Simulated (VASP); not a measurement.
# BN in VASP: notebook, part 2 of 2

VASP 6.6.1. The steps go on from the part before.

## Step 3: Single point, PBE+D3(BJ)

The input, INCAR:

```
SYSTEM = BN
PREC = Accurate
ENCUT = 520
EDIFF = 1E-6
ISMEAR = 0
SIGMA = 0.02
LREAL = .False.
LASPH = .True.
NELM = 80
ALGO = Normal
ISIF = 2
LWAVE = .False.
LCHARG = .False.
LDIPOL = .True.
IDIPOL = 3
DIPOL = 0.5 0.5 0.500
GGA = PE
IVDW = 12
NBANDS = 11
```

The input, KPOINTS:

```
Automatic mesh
0
Gamma
  12 12 1
  0 0 0
```

The input, POSCAR:

```
BN
1.0
    2.3830000000      0.0000000000      0.0000000000
   -1.1915000000      2.0637385372      0.0000000000
    0.0000000000      0.0000000000     26.0000000000
B N
1 1
Direct
    0.0000000000      0.0000000000      0.5027500000
    0.6666666667      0.3333333333      0.4972500000
```

Potentials or basis: VASP PAW PBE potentials, release 64 (B, N).

Command:

```console
> cat potpaw_PBE.64/B/POTCAR potpaw_PBE.64/N/POTCAR > POTCAR
> mpirun -np 1 vasp_std > vasp.out
```

It took 48 s on 1 thread of Intel Xeon Platinum 8559C (Emerald Rapids), shared host; peak memory 0.23 GiB.

Results (log left out):

```
Free energy                : -17.2693 eV
Largest force              : 1.864 eV/Å
Band gap on the k mesh     : 4.05 eV (least direct gap 4.93 eV)
Dispersion energy per atom : -0.085 eV
```

Forces on the atoms (eV/Å):
```
B    0.000  0.000 -1.864
N    0.000  0.000  1.864
```

Levels at points of the mesh, in eV from the valence-band top:
| k point | band 2 | band 3 | band 4 | band 5 | band 6 | band 7 |
| --- | --- | --- | --- | --- | --- | --- |
| (0.00, 0.00, 0.00) | -6.03 | -0.96 | -0.96 | 4.05 | 5.18 | 5.64 |
| (0.50, 0.00, 0.00) | -9.42 | -4.18 | -1.04 | 4.86 | 11.10 | 12.85 |

## Step 4: Single point, PBE+D3(BJ)

The input, INCAR:

```
SYSTEM = BN
PREC     = Accurate       ! precision mode
ENCUT    = 520            ! plane-wave cutoff, eV
EDIFF    = 1E-7           ! SCF threshold, eV
ISMEAR   = 0              ! smearing method
SIGMA    = 0.02           ! smearing width, eV
LREAL    = .FALSE.        ! projectors in reciprocal space
LASPH    = .TRUE.         ! aspherical terms in the spheres
NELM     = 60             ! most SCF steps
ALGO     = Normal         ! electronic algorithm
ISIF     = 2              ! what is computed and relaxed
LWAVE    = .FALSE.        ! write WAVECAR
LCHARG   = .TRUE.         ! write CHGCAR
LDIPOL   = .TRUE.       
IDIPOL   = 3            
DIPOL    = 0.5 0.5 0.500
GGA      = PE             ! functional
IVDW     = 12             ! dispersion correction
LELF     = .TRUE.         ! ELF
LVHAR    = .TRUE.       
LVACPOTAV= .TRUE.       
NBANDS   = 11             ! bands
```

The input, KPOINTS:

```
regular mesh
0
G
  12 12 1
  0 0 0
```

The input, POSCAR:

```
BN
1.0
    2.3830000000      0.0000000000      0.0000000000
   -1.1915000000      2.0637385372      0.0000000000
    0.0000000000      0.0000000000     26.0000000000
B N
1 1
Direct
    0.0000000000      0.0000000000      0.5137307692
    0.6666666667      0.3333333333      0.4862692308
```

Command:

```console
> cat potpaw_PBE.64/B/POTCAR potpaw_PBE.64/N/POTCAR > POTCAR
> mpirun -np 1 vasp_std > vasp.out
```

It took 51 s on 1 thread of Intel Xeon Platinum 8559C (Emerald Rapids), shared host; peak memory 0.24 GiB.

The run converged. Its results:

- Free energy: -13.9012 eV
- Largest force: 8.846 eV/Å
- Band gap on the k mesh: zero (bands 4 and 5 overlap by 0.42 eV)
- Dispersion energy per atom: -0.084 eV

Forces on the atoms (eV/Å):
```
B    0.000  0.000 -8.846
N    0.000  0.000  8.846
```

Levels at points of the mesh, in eV from the Fermi level:
| k point | band 2 | band 3 | band 4 | band 5 | band 6 | band 7 |
| --- | --- | --- | --- | --- | --- | --- |
| (0.00, 0.00, 0.00) | -7.49 | -0.51 | 0.43 | 0.43 | 3.09 | 3.91 |
| (0.50, 0.00, 0.00) | -9.47 | -2.74 | -2.60 | 0.83 | 6.56 | 10.97 |

## Step 5: Single point, PBE+D3(BJ)

This run uses another cell than the first one.

The input, INCAR:

```
SYSTEM = BN
PREC = Accurate
ENCUT = 520
EDIFF = 1E-6
ISMEAR = 0
SIGMA = 0.02
LREAL = .FALSE.
LASPH = .TRUE.
NELM = 100
ALGO = Normal
ISIF = 2
LWAVE = .FALSE.
LCHARG = .FALSE.
LDIPOL = .TRUE.
IDIPOL = 3
DIPOL = 0.5 0.5 0.500
GGA = PE
IVDW = 12
NBANDS = 11
```

The input, KPOINTS:

```
Automatic mesh
0
G
  12 12 1
  0 0 0
```

The input, POSCAR:

```
BN
1.0
    2.4160000000      0.0000000000      0.0000000000
   -1.2080000000      2.0923173755      0.0000000000
    0.0000000000      0.0000000000     26.0000000000
B N
1 1
Direct
    0.0000000000      0.0000000000      0.5055000000
    0.6666666667      0.3333333333      0.4945000000
```

Potentials or basis: VASP PAW PBE potentials, release 64 (B, N).

Command:

```console
> cat potpaw_PBE.64/B/POTCAR potpaw_PBE.64/N/POTCAR > POTCAR
> mpirun -np 1 vasp_std > vasp.out
```

OUTCAR:

```text
SYSTEM = BN
   PREC = Accurate
   ENCUT = 520
   EDIFF = 1E-6
   ISMEAR = 0
   LREAL = .FALSE.
   LASPH = .TRUE.
   NELM = 100
   ISIF = 2
   GGA = PE
   IVDW = 12
 IVDW          = 12

 ion  position               nearest neighbor table
   1  0.000  0.000  0.505-   2 1.42   2 1.42   2 1.42
   2  0.667  0.333  0.495-   1 1.42   1 1.42   1 1.42

  LATTYP: Found a hexagonal cell.
 ALAT       =     2.4160000000
 C/A-ratio  =    10.7615894040

  Lattice vectors:

 A1 = (   2.4160000000,   0.0000000000,   0.0000000000)
 A2 = (  -1.2080000000,   2.0923173755,   0.0000000000)
[... 449 lines left out ...]

 Edisp (eV)   -0.16567

 E8    (eV) :    -0.0531

  FORCE on cell =-STRESS in cart. coord.  units (eV):
  Direction    XX          YY          ZZ          XY          YZ          ZX
  --------------------------------------------------------------------------------------
  -------------------------------------------------------------------------------------
  Total       4.36884     4.36884    -1.15195    -0.00000     0.00000     0.00000
  in kB      53.25728    53.25728   -14.04262    -0.00000     0.00000     0.00000
  external pressure =       30.82 kB  Pullay stress =        0.00 kB

 VOLUME and BASIS-vectors are now :
 -----------------------------------------------------------------------------
  energy-cutoff  :      520.00
  volume of cell :      131.43
      direct lattice vectors                 reciprocal lattice vectors
     2.416000000  0.000000000  0.000000000     0.413907285  0.238969482  0.000000000
    -1.208000000  2.092317375  0.000000000     0.000000000  0.477938965  0.000000000
     0.000000000  0.000000000 26.000000000     0.000000000  0.000000000  0.038461538

 POSITION                                       TOTAL-FORCE (eV/Angst)
 -----------------------------------------------------------------------------------
      0.00000      0.00000     13.14300         0.000000      0.000000     -3.965679
      1.20800      0.69744     12.85700        -0.000000      0.000000      3.965679
 -----------------------------------------------------------------------------------
    total drift:                               -0.000000     -0.000000     -0.000040

  FREE ENERGIE OF THE ION-ELECTRON SYSTEM (eV)
  ---------------------------------------------------
  free  energy   TOTEN  =       -17.0094047906 eV

  energy  without entropy=      -17.0094047906  energy(sigma->0) =      -17.00940479

 vacuum level on the upper side and lower side of the slab        -0.019         2.165
```

Wall time 35 s (1 thread of Intel Xeon Platinum 8559C (Emerald Rapids), shared host); peak memory 0.24 GiB.

Results:

| Quantity | Value |
| --- | --- |
| Free energy | -17.0094 eV |
| Largest force | 3.966 eV/Å |
| Band gap on the k mesh | 3.45 eV (least direct gap 3.97 eV) |
| Dispersion energy per atom | -0.083 eV |

Forces in eV/Å, atoms in the order of the input:
```
B    0.000  0.000 -3.966
N    0.000  0.000  3.966
```

Levels at points of the mesh, in eV from the valence-band top:
| k point | band 1 | band 2 | band 3 | band 4 | band 5 | band 6 | band 7 | band 8 | band 9 |
| --- | --- | --- | --- | --- | --- | --- | --- | --- | --- |
| (0.00, 0.00, 0.00) | -18.12 | -5.68 | -0.52 | -0.52 | 3.45 | 4.82 | 5.50 | 6.34 | 6.74 |
| (0.50, 0.00, 0.00) | -14.60 | -9.01 | -3.60 | -0.93 | 4.27 | 10.39 | 12.30 | 12.89 | 13.44 |

## Step 6: Overview

```tsv
cell	gap on the mesh (eV)	largest force (eV/Å)
a = 2.383, b = 2.383, c = 26.000 Å, angles 90.0, 90.0, 120.0°, 2 atoms, atomic positions A	none	7.51
a = 2.383, b = 2.383, c = 26.000 Å, angles 90.0, 90.0, 120.0°, 2 atoms, atomic positions B	4.05	1.86
a = 2.383, b = 2.383, c = 26.000 Å, angles 90.0, 90.0, 120.0°, 2 atoms, atomic positions C	none	8.85
a = 2.416, b = 2.416, c = 26.000 Å, angles 90.0, 90.0, 120.0°, 2 atoms, atomic positions D	3.45	3.97
```

Alike in all rows: task single point; level PBE+D3(BJ); potentials or basis VASP PAW PBE potentials, release 64 (B, N); no spin polarisation; k mesh 12 × 12 × 1; cutoff (eV) 520; smearing gaussian 0.02 eV.

Absolute energies hang on the potentials; compare differences alone.
